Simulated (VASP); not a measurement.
A run of VASP 6.6.1 is set up as follows.

File INCAR:

```
PREC     = Accurate       # precision mode
ENCUT    = 600            # plane-wave cutoff, eV
EDIFF    = 1E-7           # SCF threshold, eV
ISMEAR   = 0              # smearing method
SIGMA    = 0.1            # smearing width, eV
LREAL    = False          # projectors in reciprocal space
LASPH    = True           # aspherical terms in the spheres
NELM     = 60             # most SCF steps
ALGO     = Normal         # electronic algorithm
ISIF     = 3              # what is computed and relaxed
LWAVE    = False          # write WAVECAR
LCHARG   = False          # write CHGCAR
GGA      = PS             # functional
IBRION   = 2              # ionic algorithm
NSW      = 80             # ionic steps
EDIFFG   = -0.02          # ionic threshold
```

KPOINTS

```
Automatic mesh
0
Gamma
  15 15 15
```

POSCAR

```
Al
1.0
   -1.5912186900      1.5912186900      1.5912186900
    1.5912186900     -1.5912186900      1.5912186900
    1.5912186900      1.5912186900     -1.5912186900
Al
1
Direct
    0.0000000000      0.0000000000      0.0000000000
```

Potentials or basis: VASP PAW PBE potentials, release 64 (Al).

Command:

```console
$ cat potpaw_PBE.64/Al/POTCAR > POTCAR
$ mpirun -np 1 vasp_std > vasp.out
```

Task: Predict the relaxed volume.

Result: 16.58 Å³/atom.

Task: Predict the space group after relaxing (to 0.05 Å).

Result: Im-3m (No. 229).

Task: What does it give for the relaxed cell?

Result: a = 2.782 Å, b = 2.782 Å, c = 2.782 Å, α = 109.47°, β = 109.47°, γ = 109.47°.

Final structure:
```cif
data_structure
_symmetry_space_group_name_H-M 'P 1'
_symmetry_Int_Tables_number 1
_cell_length_a 2.7822
_cell_length_b 2.7822
_cell_length_c 2.7822
_cell_angle_alpha 109.471
_cell_angle_beta 109.471
_cell_angle_gamma 109.471
_cell_volume 16.58
loop_
_atom_site_label
_atom_site_type_symbol
_atom_site_fract_x
_atom_site_fract_y
_atom_site_fract_z
_atom_site_occupancy
Al1 Al 0.00000 0.00000 0.00000 1
```

Caveat: the PAW data sets were made with another functional, which shifts forces and pressure a little.
